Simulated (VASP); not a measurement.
Set up this calculation in VASP 6.6.1, as the native input.

```yaml
Task: relaxation of the atoms
Functional: r2SCAN
Potentials_or_basis: VASP PAW PBE potentials, release 64 (Al, N)
Cutoff: 520 eV
k_mesh: 9 × 9 × 1
Occupations: gaussian, width 0.1 eV
Spin: no spin polarisation
Dipole_correction: yes
Atoms_held_fixed_from_0: "[0, 1, 2]"
Further_INCAR_settings: ALGO = Normal; EDIFF = 1e-06; IBRION = 2; EDIFFG = -0.025; NSW = 36
Atoms_held_along_some_axes_from_0: atom 3 along a and b
```

System: Al3N, a slab with vacuum.

```xyz
4
Lattice="2.8228 0.0000 0.0000 0.0000 2.8228 0.0000 0.0000 0.0000 19.6007" Properties=species:S:1:pos:R:3 pbc="T T T"
Al    1.4114    1.4114    4.0000
Al    0.0000    0.0000    6.0501
Al    1.4114    1.4114    8.1007
N     1.4114    1.4114   10.0207
```

One way to write it, as run:

POSCAR

```
Al3N
1.0
    2.8227735241      0.0000000000      0.0000000000
    0.0000000000      2.8227735241      0.0000000000
    0.0000000000      0.0000000000     19.6006973085
Al N
3 1
Selective dynamics
Direct
    0.5000000000      0.5000000000      0.2040743723  F F F
    0.0000000000      0.0000000000      0.3086652017  F F F
    0.5000000000      0.5000000000      0.4132861796  F F F
    0.5000000000      0.5000000000      0.5112418783  F F T
```

INCAR.step1

```
SYSTEM = Al3N
PREC = Accurate ; ENCUT = 520
ISMEAR = 0 ; SIGMA = 0.1
LREAL = .False. ; LASPH = .True.
NELM = 100 ; LDIPOL = .True.
IDIPOL = 3 ; DIPOL = 0.5 0.5 0.359
GGA = PE ; ALGO = Normal
EDIFF = 1E-4 ; LWAVE = .True.
LCHARG = .False.
```

INCAR.step2

```
SYSTEM = Al3N
PREC = Accurate ; ENCUT = 520
EDIFF = 1E-6 ; ISMEAR = 0
SIGMA = 0.1 ; LREAL = .False.
LASPH = .True. ; NELM = 100
ALGO = Normal ; ISIF = 2
LWAVE = .False. ; LCHARG = .False.
LDIPOL = .True. ; IDIPOL = 3
DIPOL = 0.5 0.5 0.359 ; METAGGA = R2SCAN
LMIXTAU = .True. ; IBRION = 2
NSW = 36 ; EDIFFG = -0.025
ISTART = 1
```

KPOINTS

```
regular mesh
0
Gamma
  9 9 1
  0 0 0
```

Potentials or basis: VASP PAW PBE potentials, release 64 (Al, N).

Command:

```bash
$ cat potpaw_PBE.64/Al/POTCAR potpaw_PBE.64/N/POTCAR > POTCAR
$ cp INCAR.step1 INCAR
$ mpirun -np 1 vasp_std > vasp.out
$ cp INCAR.step2 INCAR
$ mpirun -np 1 vasp_std > vasp.out
```

It gave:

```json
{"Energy gained by relaxing": "33.5 meV/atom", "Ionic steps": "4", "Band gap on the k mesh": "zero (bands 7 and 8 overlap by 1.68 eV)"}
```

It took 16 min on 1 thread of Oxide Virtual Turin-like Processor (shared host), peak memory 0.28 GiB.
